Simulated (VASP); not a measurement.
# InGa15As16 (a cell with a defect) in VASP: single point with PBE

Aim: the single point of InGa15As16 (a cell with a defect) with PBE.

Program: VASP 6.6.1. These are calculated values, not measurements. Logs are shortened: lines on timing, memory, paths and dates and some standing lists are left out, and cuts for length are marked.

### Step 1. The cell of the first run

The cell holds a defect, 32 atoms: a = 9.952 Å, b = 9.952 Å, c = 9.952 Å, α = 109.47°, β = 109.47°, γ = 109.47°.

### Step 2. Single point, PBE

Contents of INCAR:

```
SYSTEM = InGa15As16
ALGO = Normal
EDIFF = 1E-6
ENCUT = 520
GGA = PE
ISIF = 2
ISMEAR = 0
LASPH = .True.
LCHARG = .False.
LREAL = Auto
LWAVE = .False.
NBANDS = 166
NELM = 100
PREC = Accurate
SIGMA = 0.05
```

Contents of KPOINTS:

```
k-points
0
Gamma
  3 3 3
  0 0 0
```

Contents of POSCAR:

```
InGa15As16
1.0
   -5.7459815546     -5.7459815546      5.7459815546
    5.7459815546      5.7459815546      5.7459815546
   -5.7459815546      5.7459815546     -5.7459815546
In Ga As
1 15 16
Direct
    0.2500000000      0.5000000000      0.2500000000
    0.5024039538      0.5000000000     -0.0016794555
    0.2500000000      0.7524039538     -0.0016794555
    0.7500000000      0.5000000000      0.7500000000
    0.5016794555      0.7516794555      0.7540834093
    0.2500000000      0.0000000000      0.7500000000
   -0.0016794555      0.5000000000      0.5024039538
    0.7540834093      0.7516794555      0.5016794555
    0.5016794555      0.0040834093      0.5016794555
    0.2500000000      0.2483205445      0.5024039538
   -0.0016794555      0.7524039538      0.2500000000
    0.7500000000      0.0000000000      0.2500000000
    0.5024039538      0.2483205445      0.2500000000
   -0.0024039538     -0.0040834093     -0.0024039538
    0.7459165907      0.2475960462     -0.0024039538
   -0.0024039538      0.2475960462      0.7459165907
   -0.0133169499      0.2366830501     -0.0133169499
    0.2500000000      0.2492489860      0.7514588586
   -0.0007510140      0.5000000000      0.7514588586
    0.5007510140      0.2522098726      0.5007510140
    0.2500000000      0.5000000000      0.5133169499
    0.0022098726      0.7507510140      0.5007510140
    0.7514588586      0.2492489860      0.2500000000
    0.5133169499      0.5000000000      0.2500000000
    0.2500000000      0.7633169499      0.2500000000
   -0.0007510140      0.0014588586      0.2500000000
    0.7514588586      0.5000000000     -0.0007510140
    0.5007510140      0.7507510140      0.0022098726
    0.2500000000      0.0014588586     -0.0007510140
    0.7485411414      0.7477901274      0.7485411414
    0.4977901274     -0.0014588586      0.7485411414
    0.7485411414     -0.0014588586      0.4977901274
```

Potentials or basis: VASP PAW PBE potentials, release 64 (In_d, Ga_d, As).

Started as:

```sh
$ cat potpaw_PBE.64/In_d/POTCAR potpaw_PBE.64/Ga_d/POTCAR potpaw_PBE.64/As/POTCAR > POTCAR
$ mpirun -np 1 vasp_std > vasp.out
```

OUTCAR:

```text
SYSTEM = InGa15As16
   EDIFF = 1E-6
   ENCUT = 520
   GGA = PE
   ISIF = 2
   ISMEAR = 0
   LASPH = .True.
   LREAL = Auto
   NELM = 100
   PREC = Accurate

 ion  position               nearest neighbor table
   1  0.250  0.500  0.250-  17 2.62  21 2.62  24 2.62  25 2.62
   2  0.502  0.500  0.998-  24 2.47  27 2.48  18 2.49  28 2.49
   3  0.250  0.752  0.998-  25 2.47  29 2.48  19 2.49  28 2.49
   4  0.750  0.500  0.750-  19 2.48  27 2.48  20 2.48  30 2.48
   5  0.502  0.752  0.754-  21 2.47  28 2.48  30 2.49  31 2.49
   6  0.250  0.000  0.750-  18 2.48  29 2.48  22 2.48  31 2.48
[... 24 lines left out ...]
  31  0.498  0.999  0.749-  15 2.48   6 2.48   9 2.49   5 2.49
  32  0.749  0.999  0.498-  16 2.48  12 2.48   8 2.49   9 2.49

  LATTYP: Found a body centered cubic cell.
 ALAT       =    11.4919631092

  Lattice vectors:

 A1 = (  -5.7459815546,  -5.7459815546,   5.7459815546)
 A2 = (   5.7459815546,   5.7459815546,   5.7459815546)
 A3 = (  -5.7459815546,   5.7459815546,  -5.7459815546)

Analysis of symmetry for initial positions (statically):
=====================================================================
 Subroutine PRICEL returns:
 Original cell was already a primitive cell.

 Routine SETGRP: Setting up the symmetry group for a
 body centered cubic supercell.

 Subroutine GETGRP returns: Found 24 space group operations
 (whereof  2 operations were pure point group operations)
 out of a pool of 48 trial point group operations.

The static configuration has the point symmetry C_1h.
 The point group associated with its full space group is T_d .

Analysis of symmetry for dynamics (positions and initial velocities):
=====================================================================
 Subroutine PRICEL returns:
 Original cell was already a primitive cell.

 Routine SETGRP: Setting up the symmetry group for a
 body centered cubic supercell.

 Subroutine GETGRP returns: Found 24 space group operations
 (whereof  2 operations were pure point group operations)
 out of a pool of 48 trial point group operations.

The dynamic configuration has the point symmetry C_1h.
 The point group associated with its full space group is T_d .

 Subroutine INISYM returns: Found 24 space group operations
 (whereof  2 operations are pure point group operations),
 and found     1 'primitive' translations

----------------------------------------------------------------------------------------

                                     Primitive cell

  volume of cell :     758.8443

  direct lattice vectors                    reciprocal lattice vectors
    -5.745981555 -5.745981555  5.745981555    -0.087017335  0.000000000  0.087017335
     5.745981555  5.745981555  5.745981555     0.000000000  0.087017335  0.087017335
    -5.745981555  5.745981555 -5.745981555    -0.087017335  0.087017335  0.000000000

  length of vectors
     9.952331992  9.952331992  9.952331992     0.123061095  0.123061095  0.123061095

  position of ions in fractional coordinates (direct lattice)
     0.250000000  0.500000000  0.250000000
     0.502403954  0.500000000  0.998320544
     0.250000000  0.752403954  0.998320544
     0.750000000  0.500000000  0.750000000
     0.501679456  0.751679456  0.754083409
     0.250000000  0.000000000  0.750000000
[... 24 lines left out ...]
     0.497790127  0.998541141  0.748541141
     0.748541141  0.998541141  0.497790127

  ion indices of the primitive-cell ions
   primitive index   ion index
                 1           1
                 2           2
                 3           3
                 4           4
                 5           5
                 6           6
[... 24 lines left out ...]
                31          31
                32          32

----------------------------------------------------------------------------------------

 KPOINTS: k-points

Automatic generation of k-mesh.
 Grid dimensions read from file:
 generate k-points for:    3    3    3

 Generating k-lattice:

  Cartesian coordinates                     Fractional coordinates (reciprocal lattice)
    -0.029005778  0.000000000  0.029005778     0.333333333  0.000000000  0.000000000
     0.000000000  0.029005778  0.029005778     0.000000000  0.333333333  0.000000000
    -0.029005778  0.029005778  0.000000000     0.000000000  0.000000000  0.333333333

  Length of vectors
     0.041020365  0.041020365  0.041020365

  Shift w.r.t. Gamma in fractional coordinates (k-lattice)
     0.000000000  0.000000000  0.000000000

 Subroutine IBZKPT returns following result:
 ===========================================

 Found      4 irreducible k-points:

 Following reciprocal coordinates:
            Coordinates               Weight
  0.000000  0.000000  0.000000      1.000000
  0.333333  0.000000  0.000000     12.000000
  0.333333  0.333333  0.000000      8.000000
 -0.333333  0.333333  0.333333      6.000000
   k-points           NKPTS =      4   k-points in BZ     NKDIM =      4   number of bands    NBANDS=    166
   number of dos      NEDOS =    301   number of ions     NIONS =     32
   total plane-waves  NPLWV = 512000
   dimension x,y,z NGX =    80 NGY =   80 NGZ =   80
   dimension x,y,z NGXF=   160 NGYF=  160 NGZF=  160
   ions per type =               1  15  16
   NGX,Y,Z   is equivalent  to a cutoff of  13.36, 13.36, 13.36 a.u.
   NGXF,Y,Z  is equivalent  to a cutoff of  26.73, 26.73, 26.73 a.u.
 SYSTEM =  InGa15As16
   PREC   = accura    normal or accurate (medium, high low for compatibility)
   ISTART =      0    job   : 0-new  1-cont  2-samecut
   ICHARG =      2    charge: 1-file 2-atom 10-const
   ISPIN  =      1    spin polarized calculation?
   LNONCOLLINEAR =      F non collinear calculations
   LSORBIT =      F    spin-orbit coupling
   LASPH  =      T    aspherical Exc in radial PAW
   ENCUT  =  520.0 eV  38.22 Ry    6.18 a.u.  18.50 18.50 18.50*2*pi/ulx,y,z
   NELM   =    100;   NELMIN=  2; NELMDL= -5     # of ELM steps
   EDIFF  = 0.1E-05   stopping-criterion for ELM
   LREAL  =      T    real-space projection
   EDIFFG = 0.1E-04   stopping-criterion for IOM
   NSW    =      0    number of steps for IOM
   IBRION =     -1    ionic relax: 0-MD 1-quasi-New 2-CG
   NFREE  =      0    steps in history (QN), initial steepest desc. (CG)
   ISIF   =      2    stress and relaxation
   ISYM   =      2    0-nonsym 1-usesym 2-fastsym
   POTIM  = 0.5000    time-step for ionic-motion
   TEBEG  =    0.0;   TEEND  =   0.0 temperature during run
   PSTRESS=    0.0 pullay stress
   NELECT =     288.0000    total number of electrons
   NUPDOWN=      -1.0000    fix difference up-down
   EMIN   =  10.00;   EMAX   =-10.00  energy-range for DOS
   EFERMI =   0.00;   METHOD = LEGACY
   ISMEAR =     0;   SIGMA  =   0.05  broadening in eV -4-tet -1-fermi 0-gaus
   EFERMI_NEDOS =   21; number of points for ismear=-14 and -15
   IALGO  =     38    algorithm
   IMIX   =      4    mixing-type and parameters
     AMIX     =   0.40;   BMIX     =  1.00
     AMIX_MAG =   1.60;   BMIX_MAG =  1.00
  volume/ion in A,a.u.               =      23.71       160.03
  Fermi-wavevector in a.u.,A,eV,Ry     =   1.185281  2.239857 19.114713  1.404892
  Thomas-Fermi vector in A             =   2.321478
   LORBIT       =      0    0 simple, 1 ext, 2 COOP (PROOUT), +10 PAW based schemes
   GGA     = PE    functional components
   LHFCALC =     F    Hartree Fock is set to
   AEXX    =    0.0000 exact exchange contribution
   IVDW    =     0    specifies the selected vdW correction
   LEPSILON=     F    determine dielectric tensor
   LRPA    =     F    only Hartree local field effects (RPA)
 non-spin polarized calculation
 Gauss-broadening in eV      SIGMA  =   0.05
  energy-cutoff  :      520.00
  volume of cell :      758.84
 maximum number of plane-waves:     20476
 NGX is ok and might be reduce to    80
   NGX = 37   NGY = 37   NGZ = 37

 number of electron     288.0000028 magnetization

 Free energy of the ion-electron system (eV)
  ---------------------------------------------------
  ext. energy  EPLUGINS =         0.00000000
  ---------------------------------------------------
  free energy    TOTEN  =      -131.67895873 eV

  energy without entropy =     -131.67884954  energy(sigma->0) =     -131.67890414

 E-fermi :   3.7555     XC(G=0):  -9.3988

 val. band max:        3.6555991483   @ k =   0.0000   0.0000   0.0000
 cond. band min:       3.8422861311   @ k =   0.0000   0.0000   0.0000
 fundamental gap:      0.1866869829
 Fermi energy:         3.7555225009

 k-point     1 :       0.0000    0.0000    0.0000
  band No.  band energies     occupation
      1     -11.1882      2.00000
      2     -11.1882      2.00000
      3     -11.1882      2.00000
      4     -11.1668      2.00000
      5     -11.1622      2.00000
      6     -11.1622      2.00000
[... 148 lines left out ...]
    155       6.2291      0.00000
    156       6.2291      0.00000

 k-point     2 :       0.3333    0.0000    0.0000
  band No.  band energies     occupation
      1     -11.1834      2.00000
      2     -11.1819      2.00000
      3     -11.1808      2.00000
      4     -11.1725      2.00000
      5     -11.1699      2.00000
      6     -11.1674      2.00000
[... 148 lines left out ...]
    155       6.1297      0.00000
    156       6.1331      0.00000

 k-point     3 :       0.3333    0.3333    0.0000
  band No.  band energies     occupation
      1     -11.1768      2.00000
      2     -11.1760      2.00000
      3     -11.1760      2.00000
      4     -11.1754      2.00000
      5     -11.1733      2.00000
      6     -11.1733      2.00000
[... 148 lines left out ...]
    155       6.0929      0.00000
    156       6.1127      0.00000

 k-point     4 :      -0.3333    0.3333    0.3333
  band No.  band energies     occupation
      1     -11.1802      2.00000
      2     -11.1802      2.00000
      3     -11.1754      2.00000
      4     -11.1753      2.00000
      5     -11.1740      2.00000
      6     -11.1740      2.00000
[... 148 lines left out ...]
    155       6.2932      0.00000
    156       6.6269      0.00000
 [bands above 156 left out]

------------------------ aborting loop because EDIFF is reached ----------------------------------------

  FORCE on cell =-STRESS in cart. coord.  units (eV):
  Direction    XX          YY          ZZ          XY          YZ          ZX
  --------------------------------------------------------------------------------------
  -------------------------------------------------------------------------------------
  Total        4.8630913      4.8630913      4.8630913      0.0000000      0.0000000      0.0000000
  in kB       10.2676328     10.2676328     10.2676328      0.0000000      0.0000000      0.0000000
  external PRESSURE =      10.2676328 kB  Pullay stress =       0.0000000 kB

 VOLUME and BASIS-vectors are now :
 -----------------------------------------------------------------------------
  energy-cutoff  :      520.00
  volume of cell :      758.84
      direct lattice vectors                 reciprocal lattice vectors
    -5.745981555 -5.745981555  5.745981555    -0.087017335  0.000000000  0.087017335
     5.745981555  5.745981555  5.745981555     0.000000000  0.087017335  0.087017335
    -5.745981555  5.745981555 -5.745981555    -0.087017335  0.087017335  0.000000000

 POSITION                                       TOTAL-FORCE (eV/Angst)
 -----------------------------------------------------------------------------------
      0.00000      2.87299      2.87299         0.000000      0.000000      0.000000
     -5.75014      5.72252      0.02346        -0.003195      0.001531     -0.001531
     -2.84953      8.62314      0.02346        -0.001531      0.003195     -0.001531
     -5.74598      2.87299      2.87299         0.000000      0.000000      0.000000
     -2.89645      5.76944      2.86883         0.001531     -0.001531     -0.003195
     -5.74598      2.87299     -2.87299         0.000000      0.000000     -0.000000
[... 24 lines left out ...]
     -1.42380      7.17841      4.29679         0.012662     -0.001851     -0.012662
     -1.42380      4.29679      7.17841         0.012662     -0.012662     -0.001851
 -----------------------------------------------------------------------------------
    total drift:                                0.000025     -0.000025     -0.000028

  FREE ENERGIE OF THE ION-ELECTRON SYSTEM (eV)
  ---------------------------------------------------
  free  energy   TOTEN  =      -131.6789587337 eV

  energy  without entropy=     -131.6788495426  energy(sigma->0) =     -131.67890414
```

Wall time 17 min (1 thread of Intel Xeon 6975P-C (Granite Rapids), shared host); peak memory 1.1 GiB.

What came out:

```
Free energy            : -131.6790 eV
Pressure               : 1.0 GPa
Largest force          : 0.018 eV/Å
Band gap on the k mesh : 0.19 eV
```

Forces in eV/Å, atoms in the order of the input:
```
In   0.000  0.000  0.000
Ga  -0.003  0.002 -0.002
Ga  -0.002  0.003 -0.002
Ga   0.000  0.000  0.000
Ga   0.002 -0.002 -0.003
Ga   0.000  0.000  0.000
Ga  -0.003 -0.002  0.002
Ga   0.002 -0.003 -0.002
Ga   0.003 -0.002 -0.002
Ga   0.002  0.003  0.002
Ga  -0.002 -0.002  0.003
Ga   0.000  0.000  0.000
Ga   0.002  0.002  0.003
Ga   0.003  0.002  0.002
Ga  -0.002 -0.003  0.002
Ga  -0.002  0.002 -0.003
As   0.001 -0.001 -0.001
As  -0.013  0.002 -0.013
As  -0.002  0.013 -0.013
As   0.002  0.013  0.013
As  -0.001  0.001 -0.001
As  -0.013 -0.002  0.013
As  -0.013 -0.013  0.002
As  -0.001 -0.001  0.001
As   0.001  0.001  0.001
As   0.013  0.013  0.002
As  -0.002 -0.013  0.013
As  -0.013  0.013 -0.002
As   0.013  0.002  0.013
As   0.002 -0.013 -0.013
As   0.013 -0.002 -0.013
As   0.013 -0.013 -0.002
```

Levels at points of the mesh, in eV from the valence-band top:
```csv
k point,band 140,band 141,band 142,band 143,band 144,band 145,band 146,band 147,band 148,band 149
"(0.00, 0.00, 0.00)",-1.05,-1.05,0.00,0.00,0.00,0.19,1.52,1.52,1.52,1.65
```

Caveat: spin-orbit coupling is left out, which moves the levels of the heavy elements.
